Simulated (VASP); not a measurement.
Write the native input for VASP 6.6.1 that does the following.

```yaml
Task: relaxation of cell and atoms
Functional: PBE
Potentials_or_basis: VASP PAW PBE potentials, release 64 (Ir)
Cutoff: 600 eV
k_mesh: 21 × 21 × 6
Occupations: gaussian, width 0.1 eV
Spin: no spin polarisation
Dipole_correction: no
Further_INCAR_settings: ALGO = Normal; EDIFF = 1e-07; IBRION = 2; EDIFFG = -0.01; NSW = 100; ISIF = 3
```

The structure of Ir lies in POSCAR:

```
Ir
1.0
    2.7463478876      0.0000000000      0.0000000000
   -1.3731739438      2.3784070383      0.0000000000
    0.0000000000      0.0000000000      8.8977182189
Ir
4
Direct
    0.0000000000      0.0000000000      0.0000000000
    0.0000000000      0.0000000000      0.5000000000
    0.3333333333      0.6666666667      0.7500000000
    0.6666666667      0.3333333333      0.2500000000
```

The input as run:

INCAR

```
SYSTEM = Ir
PREC = Accurate ; ENCUT = 600
EDIFF = 1E-7 ; ISMEAR = 0
SIGMA = 0.1 ; LREAL = .False.
LASPH = .True. ; NELM = 100
ALGO = Normal ; ISIF = 3
LWAVE = .False. ; LCHARG = .False.
GGA = PE ; IBRION = 2
NSW = 100 ; EDIFFG = -0.01
```

KPOINTS

```
Automatic mesh
0
Gamma
  21 21 6
  0 0 0
```

Potentials or basis: VASP PAW PBE potentials, release 64 (Ir).

The run is started by

```bash
$ cat potpaw_PBE.64/Ir/POTCAR > POTCAR
$ mpirun -np 1 vasp_std > vasp.out
```

It gave:

The relaxed volume is 14.55 Å³/atom, the relaxed cell is a = 2.741 Å, b = 2.741 Å, c = 8.943 Å, α = 90.00°, β = 90.00°, γ = 120.00° and the space group after relaxing (to 0.05 Å) is P6_3/mmc (No. 194). The energy gained by relaxing is 0.7 meV/atom, the ionic steps are 5 and the pressure after relaxing is 0.0 GPa.

Run time: 6.5 min on 1 thread of Intel(R) Xeon(R) 6975P-C (Granite Rapids), on a shared host, peak memory 0.37 GiB.
